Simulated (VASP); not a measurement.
# TaN (P6/mmm) in VASP: notebook

TaN is run at these levels: PBE; tasks: electric field gradients.

All numbers are computed with VASP 6.6.1; they aren't measurements. Logs are shortened: lines on timing, memory, paths and dates and some standing lists are left out, and cuts for length are marked.

**1. The cell of the first run**

The structure is hexagonal, space group P6/mmm (No. 191). Conventional cell: a = 5.079 Å, b = 5.079 Å, c = 2.849 Å, α = 90.00°, β = 90.00°, γ = 120.00°. Within 3.4 Å of Ta (site symmetry 6/mmm) lie 6 N at 2.54 Å and 14 Ta at 2.85 to 3.26 Å. Within 2.7 Å of Ta (site symmetry -6m2) lie 6 N at 2.04 Å. N (site symmetry mmm) has 6 Ta at 2.04 to 2.54 Å and 4 N at 2.54 Å within 2.7 Å.

**2. Electric field gradients, PBE (10.61 Å³/atom)**

Contents of INCAR:

```
ALGO = Normal ; EDIFF = 1E-8
ENCUT = 520 ; GGA = PE
ISIF = 2 ; ISMEAR = -1
LASPH = T ; LCHARG = F
LEFG = T ; LREAL = F
LWAVE = F ; NBANDS = 33
NELM = 60 ; PREC = Accurate
SIGMA = 0.03
```

Contents of KPOINTS:

```
k-points
0
Gamma
  5 5 8
```

Contents of POSCAR:

```
TaN
1.0
    5.0791532447      0.0000000000      0.0000000000
   -2.5395766223      4.3986757396      0.0000000000
    0.0000000000      0.0000000000      2.8486364041
Ta N
3 3
Direct
    0.0000000000      0.0000000000      0.0000000000
    0.3333333333      0.6666666667      0.5000000000
    0.6666666667      0.3333333333      0.5000000000
    0.5000000000      0.0000000000      0.0000000000
    0.5000000000      0.5000000000      0.0000000000
    0.0000000000      0.5000000000      0.0000000000
```

Potentials or basis: VASP PAW PBE potentials, release 64 (Ta_pv, N).

Command:

```console
$ cat potpaw_PBE.64/Ta_pv/POTCAR potpaw_PBE.64/N/POTCAR > POTCAR
$ mpirun -np 1 vasp_std > vasp.out
```

OUTCAR:

```text
EDIFF = 1E-8
   ENCUT = 520
   GGA = PE
   ISIF = 2
   ISMEAR = -1
   LASPH = T
   LREAL = F
   NELM = 60
   PREC = Accurate

 ion  position               nearest neighbor table
   1  0.000  0.000  0.000-   6 2.54   6 2.54   4 2.54   4 2.54   5 2.54   5 2.54   3 3.26   3 3.26
                             2 3.26   2 3.26   2 3.26   3 3.26   2 3.26   3 3.26   2 3.26   3 3.26
   2  0.333  0.667  0.500-   4 2.04   4 2.04   6 2.04   6 2.04   5 2.04   5 2.04   3 2.93   3 2.93
                             3 2.93   1 3.26   1 3.26   1 3.26   1 3.26   1 3.26   1 3.26
   3  0.667  0.333  0.500-   4 2.04   4 2.04   6 2.04   6 2.04   5 2.04   5 2.04   2 2.93   2 2.93
                             2 2.93   1 3.26   1 3.26   1 3.26   1 3.26   1 3.26   1 3.26
   4  0.500  0.000  0.000-   2 2.04   3 2.04   2 2.04   3 2.04   1 2.54   1 2.54
   5  0.500  0.500  0.000-   2 2.04   3 2.04   2 2.04   3 2.04   1 2.54   1 2.54
   6  0.000  0.500  0.000-   2 2.04   3 2.04   2 2.04   3 2.04   1 2.54   1 2.54

  LATTYP: Found a hexagonal cell.
 ALAT       =     5.0791532447
 C/A-ratio  =     0.5608486822

  Lattice vectors:

 A1 = (   5.0791532447,   0.0000000000,   0.0000000000)
 A2 = (  -2.5395766223,   4.3986757396,   0.0000000000)
 A3 = (   0.0000000000,   0.0000000000,   2.8486364041)

Analysis of symmetry for initial positions (statically):
=====================================================================
 Subroutine PRICEL returns:
 Original cell was already a primitive cell.

 Routine SETGRP: Setting up the symmetry group for a
 hexagonal supercell.

 Subroutine GETGRP returns: Found 24 space group operations
 (whereof 24 operations were pure point group operations)
 out of a pool of 24 trial point group operations.

The static configuration has the point symmetry D_6h.

Analysis of symmetry for dynamics (positions and initial velocities):
=====================================================================
 Subroutine PRICEL returns:
 Original cell was already a primitive cell.

 Routine SETGRP: Setting up the symmetry group for a
 hexagonal supercell.

 Subroutine GETGRP returns: Found 24 space group operations
 (whereof 24 operations were pure point group operations)
 out of a pool of 24 trial point group operations.

The dynamic configuration has the point symmetry D_6h.
[... 163 lines left out ...]
      1     -27.3104      2.00000
      2     -27.3104      2.00000
      3     -26.8457      2.00000
      4     -26.8457      2.00000
      5     -26.5684      2.00000
      6     -26.4591      2.00000
[... 853 lines left out ...]
     32      13.2443      0.00000
     33      14.7926      0.00000

 [... further k-points ...]

------------------------ aborting loop because EDIFF is reached ----------------------------------------

  FORCE on cell =-STRESS in cart. coord.  units (eV):
  Direction    XX          YY          ZZ          XY          YZ          ZX
  --------------------------------------------------------------------------------------
  -------------------------------------------------------------------------------------
  Total       12.8847302     12.8847302     16.8347265      0.0000000     -0.0000000      0.0000000
  in kB      324.3662264    324.3662264    423.8052809      0.0000000     -0.0000000      0.0000000
  external PRESSURE =     357.5125779 kB  Pullay stress =       0.0000000 kB

 VOLUME and BASIS-vectors are now :
 -----------------------------------------------------------------------------
  energy-cutoff  :      520.00
  volume of cell :       63.64
      direct lattice vectors                 reciprocal lattice vectors
     5.079153245  0.000000000  0.000000000     0.196883211  0.113670575  0.000000000
    -2.539576622  4.398675740  0.000000000     0.000000000  0.227341150  0.000000000
     0.000000000  0.000000000  2.848636404     0.000000000  0.000000000  0.351045152

 POSITION                                       TOTAL-FORCE (eV/Angst)
 -----------------------------------------------------------------------------------
      0.00000      0.00000      0.00000        -0.000000      0.000000      0.000000
     -0.00000      2.93245      1.42432         0.000000      0.000000      0.000000
      2.53958      1.46623      1.42432        -0.000000      0.000000      0.000000
      2.53958      0.00000      0.00000        -0.000000      0.000000      0.000000
      1.26979      2.19934      0.00000        -0.000000      0.000000      0.000000
     -1.26979      2.19934      0.00000        -0.000000      0.000000      0.000000
 -----------------------------------------------------------------------------------
    total drift:                               -0.000000      0.000000     -0.000000

  FREE ENERGIE OF THE ION-ELECTRON SYSTEM (eV)
  ---------------------------------------------------
  free  energy   TOTEN  =       -64.1407490743 eV

  energy  without entropy=      -64.1370681793  energy(sigma->0) =      -64.13890863

 Electric field gradients (V/A^2)
---------------------------------------------------------------------
 ion       V_xx      V_yy      V_zz      V_xy      V_xz      V_yz
---------------------------------------------------------------------
   1     173.633   173.632  -347.265    -0.001     0.000     0.000
   2     202.935   202.935  -405.871     0.000     0.000     0.000
   3     202.935   202.935  -405.871     0.000     0.000     0.000
   4      35.205   -30.000    -5.205     0.001     0.000     0.000
   5     -13.699    18.905    -5.206    28.236     0.000    -0.000
   6     -13.699    18.904    -5.205   -28.234    -0.000    -0.000
---------------------------------------------------------------------

 Electric field gradients after diagonalization (V/A^2)
 (convention: |V_zz| > |V_xx| > |V_yy|)
----------------------------------------------------------------------
 ion       V_xx      V_yy      V_zz     asymmetry (V_yy - V_xx)/ V_zz
----------------------------------------------------------------------
   1     173.633   173.632  -347.265       0.000
   2     202.935   202.935  -405.871       0.000
   3     202.935   202.935  -405.871       0.000
   4     -30.000    -5.205    35.205       0.704
   5     -30.002    -5.206    35.208       0.704
   6     -30.000    -5.205    35.205       0.704
----------------------------------------------------------------------

           NMR quadrupolar parameters

 Cq : quadrupolar parameter    Cq=e*Q*V_zz/h
 eta: asymmetry parameters     (V_yy - V_xx)/ V_zz
 Q  : nuclear electric quadrupole moment in mb (millibarn)
----------------------------------------------------------------------
 ion       Cq(MHz)       eta       Q (mb)
----------------------------------------------------------------------
   1      -0.840       0.000       1.000
   2      -0.981       0.000       1.000
   3      -0.981       0.000       1.000
   4       0.085       0.704       1.000
   5       0.085       0.704       1.000
   6       0.085       0.704       1.000
----------------------------------------------------------------------
```

Run time: 71 s. Hardware: 1 thread of Intel Xeon Platinum 8488C (Sapphire Rapids), shared host; peak memory 0.2 GiB.

What came out:

```
Free energy                             : -64.1407 eV
Pressure                                : 35.8 GPa
Band gap on the k mesh                  : zero (bands 24 and 25 overlap by 2.36 eV)
Largest electric field gradient by atom : Ta -347.3, -405.9 (each value once); N +35.2 V/Å²
```

Stress tensor (GPa, compression positive):
```
32.44  0.00  0.00
 0.00 32.44  0.00
 0.00  0.00 42.38
```

Levels at points of the mesh, in eV from the Fermi level:
| k point | band 22 | band 23 | band 24 | band 25 | band 26 | band 27 |
| --- | --- | --- | --- | --- | --- | --- |
| (0.00, 0.00, 0.00) | -2.76 | -2.24 | -1.41 | -1.41 | 0.83 | 0.83 |
| (0.00, 0.00, 0.50) | -3.34 | -2.13 | 0.95 | 0.95 | 1.56 | 2.04 |

Electric field gradients, principal values (V/Å²):
| atom | least | middle | greatest (by size) |
| --- | --- | --- | --- |
| 1 Ta | 173.632 | 173.633 | -347.265 |
| 2 Ta | 202.935 | 202.935 | -405.871 |
| 3 Ta | 202.935 | 202.935 | -405.871 |
| 4 N | -5.205 | -30.000 | 35.205 |
| 5 N | -5.206 | -30.002 | 35.208 |
| 6 N | -5.205 | -30.000 | 35.205 |

Caveat: the cell stands under pressure; without QUAD_EFG the Cq values of the log hold for a quadrupole moment of 1 mb, not for the nuclei; spin-orbit coupling is left out, which moves the levels of the heavy elements.

**3. Electric field gradients, PBE (10.61 Å³/atom)**

Contents of INCAR:

```
SYSTEM = TaN
PREC     = Accurate       ! precision mode
ENCUT    = 520            ! plane-wave cutoff, eV
EDIFF    = 1E-8           ! SCF threshold, eV
ISMEAR   = -1             ! smearing method
SIGMA    = 0.03           ! smearing width, eV
LREAL    = .False.        ! projectors in reciprocal space
LASPH    = .True.         ! aspherical terms in the spheres
NELM     = 100            ! most SCF steps
ALGO     = Normal         ! electronic algorithm
ISIF     = 2              ! what is computed and relaxed
LWAVE    = .False.        ! write WAVECAR
LCHARG   = .False.        ! write CHGCAR
GGA      = PE             ! functional
LEFG     = .True.       
NBANDS   = 33             ! bands
```

Contents of KPOINTS:

```
regular mesh
0
Gamma
  5 5 8
  0 0 0
```

POSCAR is that of step 2.

Potentials or basis: VASP PAW PBE potentials, release 64 (Ta_pv, N).

Command:

```console
$ cat potpaw_PBE.64/Ta_pv/POTCAR potpaw_PBE.64/N/POTCAR > POTCAR
$ mpirun -np 1 vasp_std > vasp.out
```

OUTCAR:

```text
SYSTEM = TaN
   PREC = Accurate
   ENCUT = 520
   EDIFF = 1E-8
   ISMEAR = -1
   LREAL = .False.
   LASPH = .True.
   NELM = 100
   ISIF = 2
   GGA = PE

 ion  position               nearest neighbor table
   1  0.000  0.000  0.000-   6 2.54   6 2.54   4 2.54   4 2.54   5 2.54   5 2.54   3 3.26   3 3.26
                             2 3.26   2 3.26   2 3.26   3 3.26   2 3.26   3 3.26   2 3.26   3 3.26
   2  0.333  0.667  0.500-   4 2.04   4 2.04   6 2.04   6 2.04   5 2.04   5 2.04   3 2.93   3 2.93
                             3 2.93   1 3.26   1 3.26   1 3.26   1 3.26   1 3.26   1 3.26
   3  0.667  0.333  0.500-   4 2.04   4 2.04   6 2.04   6 2.04   5 2.04   5 2.04   2 2.93   2 2.93
                             2 2.93   1 3.26   1 3.26   1 3.26   1 3.26   1 3.26   1 3.26
   4  0.500  0.000  0.000-   2 2.04   3 2.04   2 2.04   3 2.04   1 2.54   1 2.54
   5  0.500  0.500  0.000-   2 2.04   3 2.04   2 2.04   3 2.04   1 2.54   1 2.54
   6  0.000  0.500  0.000-   2 2.04   3 2.04   2 2.04   3 2.04   1 2.54   1 2.54

  LATTYP: Found a hexagonal cell.
 ALAT       =     5.0791532447
 C/A-ratio  =     0.5608486822

  Lattice vectors:

 A1 = (   5.0791532447,   0.0000000000,   0.0000000000)
 A2 = (  -2.5395766223,   4.3986757396,   0.0000000000)
 A3 = (   0.0000000000,   0.0000000000,   2.8486364041)

Analysis of symmetry for initial positions (statically):
=====================================================================
 Subroutine PRICEL returns:
 Original cell was already a primitive cell.

 Routine SETGRP: Setting up the symmetry group for a
 hexagonal supercell.

 Subroutine GETGRP returns: Found 24 space group operations
 (whereof 24 operations were pure point group operations)
 out of a pool of 24 trial point group operations.

The static configuration has the point symmetry D_6h.

Analysis of symmetry for dynamics (positions and initial velocities):
=====================================================================
 Subroutine PRICEL returns:
 Original cell was already a primitive cell.

 Routine SETGRP: Setting up the symmetry group for a
 hexagonal supercell.

 Subroutine GETGRP returns: Found 24 space group operations
 (whereof 24 operations were pure point group operations)
 out of a pool of 24 trial point group operations.

The dynamic configuration has the point symmetry D_6h.

 Subroutine INISYM returns: Found 24 space group operations
 (whereof 24 operations are pure point group operations),
 and found     1 'primitive' translations

----------------------------------------------------------------------------------------

                                     Primitive cell

  volume of cell :      63.6429

  direct lattice vectors                    reciprocal lattice vectors
     5.079153245  0.000000000  0.000000000     0.196883211  0.113670575  0.000000000
    -2.539576622  4.398675740  0.000000000     0.000000000  0.227341150  0.000000000
     0.000000000  0.000000000  2.848636404     0.000000000  0.000000000  0.351045152

  length of vectors
     5.079153245  5.079153245  2.848636404     0.227341150  0.227341150  0.351045152

  position of ions in fractional coordinates (direct lattice)
     0.000000000  0.000000000  0.000000000
     0.333333333  0.666666667  0.500000000
     0.666666667  0.333333333  0.500000000
     0.500000000  0.000000000  0.000000000
     0.500000000  0.500000000  0.000000000
     0.000000000  0.500000000  0.000000000
[... 110 lines left out ...]
   LRPA    =     F    only Hartree local field effects (RPA)
 non-spin polarized calculation
  energy-cutoff  :      520.00
  volume of cell :       63.64
 maximum number of plane-waves:      1751
 NGX is ok and might be reduce to    40
   NGX = 19   NGY = 19   NGZ = 11

 number of electron      47.9999995 magnetization

 Free energy of the ion-electron system (eV)
  ---------------------------------------------------
  ext. energy  EPLUGINS =         0.00000000
  ---------------------------------------------------
  free energy    TOTEN  =       -64.14074907 eV

  energy without entropy =      -64.13706818  energy(sigma->0) =      -64.13890863

 E-fermi :   8.9343     XC(G=0): -13.3930

 val. band max:        8.8752926143   @ k =   0.2000   0.0000   0.3750
 cond. band min:       8.9520858991   @ k =   0.0000   0.0000   0.3750
 fundamental gap:      0.0767932848
 Fermi energy:         8.9342872180

 k-point     1 :       0.0000    0.0000    0.0000
  band No.  band energies     occupation
      1     -27.3104      2.00000
      2     -27.3104      2.00000
      3     -26.8457      2.00000
      4     -26.8457      2.00000
      5     -26.5684      2.00000
      6     -26.4591      2.00000
[... 853 lines left out ...]
     32      13.2443      0.00000
     33      14.7926      0.00000

 [... further k-points ...]

------------------------ aborting loop because EDIFF is reached ----------------------------------------

  FORCE on cell =-STRESS in cart. coord.  units (eV):
  Direction    XX          YY          ZZ          XY          YZ          ZX
  --------------------------------------------------------------------------------------
  -------------------------------------------------------------------------------------
  Total       12.8847302     12.8847302     16.8347265      0.0000000     -0.0000000      0.0000000
  in kB      324.3662264    324.3662264    423.8052809      0.0000000     -0.0000000      0.0000000
  external PRESSURE =     357.5125779 kB  Pullay stress =       0.0000000 kB

 VOLUME and BASIS-vectors are now :
 -----------------------------------------------------------------------------
  energy-cutoff  :      520.00
  volume of cell :       63.64
      direct lattice vectors                 reciprocal lattice vectors
     5.079153245  0.000000000  0.000000000     0.196883211  0.113670575  0.000000000
    -2.539576622  4.398675740  0.000000000     0.000000000  0.227341150  0.000000000
     0.000000000  0.000000000  2.848636404     0.000000000  0.000000000  0.351045152

 POSITION                                       TOTAL-FORCE (eV/Angst)
 -----------------------------------------------------------------------------------
      0.00000      0.00000      0.00000        -0.000000      0.000000      0.000000
     -0.00000      2.93245      1.42432         0.000000      0.000000      0.000000
      2.53958      1.46623      1.42432        -0.000000      0.000000      0.000000
      2.53958      0.00000      0.00000        -0.000000      0.000000      0.000000
      1.26979      2.19934      0.00000        -0.000000      0.000000      0.000000
     -1.26979      2.19934      0.00000        -0.000000      0.000000      0.000000
 -----------------------------------------------------------------------------------
    total drift:                               -0.000000      0.000000     -0.000000

  FREE ENERGIE OF THE ION-ELECTRON SYSTEM (eV)
  ---------------------------------------------------
  free  energy   TOTEN  =       -64.1407490743 eV

  energy  without entropy=      -64.1370681793  energy(sigma->0) =      -64.13890863

 Electric field gradients (V/A^2)
---------------------------------------------------------------------
 ion       V_xx      V_yy      V_zz      V_xy      V_xz      V_yz
---------------------------------------------------------------------
   1     173.633   173.632  -347.265    -0.001     0.000     0.000
   2     202.935   202.935  -405.871     0.000     0.000     0.000
   3     202.935   202.935  -405.871     0.000     0.000     0.000
   4      35.205   -30.000    -5.205     0.001     0.000     0.000
   5     -13.699    18.905    -5.206    28.236     0.000    -0.000
   6     -13.699    18.904    -5.205   -28.234    -0.000    -0.000
---------------------------------------------------------------------

 Electric field gradients after diagonalization (V/A^2)
 (convention: |V_zz| > |V_xx| > |V_yy|)
----------------------------------------------------------------------
 ion       V_xx      V_yy      V_zz     asymmetry (V_yy - V_xx)/ V_zz
----------------------------------------------------------------------
   1     173.633   173.632  -347.265       0.000
   2     202.935   202.935  -405.871       0.000
   3     202.935   202.935  -405.871       0.000
   4     -30.000    -5.205    35.205       0.704
   5     -30.002    -5.206    35.208       0.704
   6     -30.000    -5.205    35.205       0.704
----------------------------------------------------------------------

           NMR quadrupolar parameters

 Cq : quadrupolar parameter    Cq=e*Q*V_zz/h
 eta: asymmetry parameters     (V_yy - V_xx)/ V_zz
 Q  : nuclear electric quadrupole moment in mb (millibarn)
----------------------------------------------------------------------
 ion       Cq(MHz)       eta       Q (mb)
----------------------------------------------------------------------
   1      -0.840       0.000       1.000
   2      -0.981       0.000       1.000
   3      -0.981       0.000       1.000
   4       0.085       0.704       1.000
   5       0.085       0.704       1.000
   6       0.085       0.704       1.000
----------------------------------------------------------------------
```

It took 62 s on 1 thread of Intel Xeon Platinum 8488C (Sapphire Rapids), shared host; peak memory 0.2 GiB.

Results:

| Item | Value |
| --- | --- |
| Free energy | -64.1407 eV |
| Pressure | 35.8 GPa |
| Band gap on the k mesh | zero (bands 24 and 25 overlap by 2.36 eV) |
| Largest electric field gradient by atom | Ta -347.3, -405.9 (each value once); N +35.2 V/Å² |

Stress tensor (GPa, compression positive):
```
32.44  0.00  0.00
 0.00 32.44  0.00
 0.00  0.00 42.38
```

Electric field gradients, principal values (V/Å²):
```
atom    least   middle  greatest (by size)
1 Ta  173.632  173.633            -347.265
2 Ta  202.935  202.935            -405.871
3 Ta  202.935  202.935            -405.871
 4 N   -5.205  -30.000              35.205
 5 N   -5.206  -30.002              35.208
 6 N   -5.205  -30.000              35.205
```

Caveat: the cell stands under pressure; without QUAD_EFG the Cq values of the log hold for a quadrupole moment of 1 mb, not for the nuclei; spin-orbit coupling is left out, which moves the levels of the heavy elements.

(Part 1 of 2 ends here.)
